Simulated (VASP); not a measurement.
Wanted: the native input for a VASP 6.6.1 run.

```yaml
Task: relaxation of cell and atoms
Functional: PBEsol
Potentials_or_basis: VASP PAW PBE potentials, release 64 (Hf_pv)
Cutoff: 600 eV
k_mesh: 10 × 10 × 10
Occupations: fermi-dirac, width 0.05 eV
Spin: no spin polarisation
Target_pressure: 2 GPa
Dipole_correction: no
Further_INCAR_settings: ALGO = Normal; EDIFF = 1e-06; IBRION = 2; EDIFFG = -0.01; NSW = 60; ISIF = 3
```

The structure of Hf lies in POSCAR:

```
Hf
1.0
   -1.8050000000      1.8050000000      1.8050000000
    1.8050000000     -1.8050000000      1.8050000000
    1.8050000000      1.8050000000     -1.8050000000
Hf
1
Direct
    0.0000000000      0.0000000000      0.0000000000
```

The input as run:

INCAR

```
ALGO = Normal
EDIFF = 1E-6
EDIFFG = -0.01
ENCUT = 600
GGA = PS
IBRION = 2
ISIF = 3
ISMEAR = -1
LASPH = True
LCHARG = False
LREAL = False
LWAVE = False
NELM = 80
NSW = 60
PREC = Accurate
PSTRESS = 20.0
SIGMA = 0.05
```

KPOINTS

```
k-points
0
Gamma
  10 10 10
```

Potentials or basis: VASP PAW PBE potentials, release 64 (Hf_pv).

The run is started by

```console
$ cat potpaw_PBE.64/Hf_pv/POTCAR > POTCAR
$ mpirun -np 1 vasp_std > vasp.out
```

Results of the run:

```json
{
 "Relaxed volume": "20.87 Å³/atom",
 "Relaxed cell": "a = 3.004 Å, b = 3.004 Å, c = 3.004 Å, α = 109.47°, β = 109.47°, γ = 109.47°",
 "Space group after relaxing (to 0.05 Å)": "Im-3m (No. 229)",
 "Energy change on relaxing (the enthalpy is what falls)": "-68.5 meV/atom",
 "Ionic steps": "4",
 "Pressure after relaxing": "2.0 GPa",
 "Band gap on the k mesh": "zero (band 5 reaches 6.45 eV, above the bottom of band 6 at 4.07 eV)"
}
```

Caveat: the cell is relaxed towards a set pressure, so the enthalpy falls and the energy may rise; the PAW data sets were made with another functional, which shifts forces and pressure a little; spin-orbit coupling is left out, which moves the levels of the heavy elements.

It took 35 s on 1 thread of AMD EPYC 7R43 64-Core Processor (Zen 3), with other jobs on the host, peak memory 0.14 GiB.
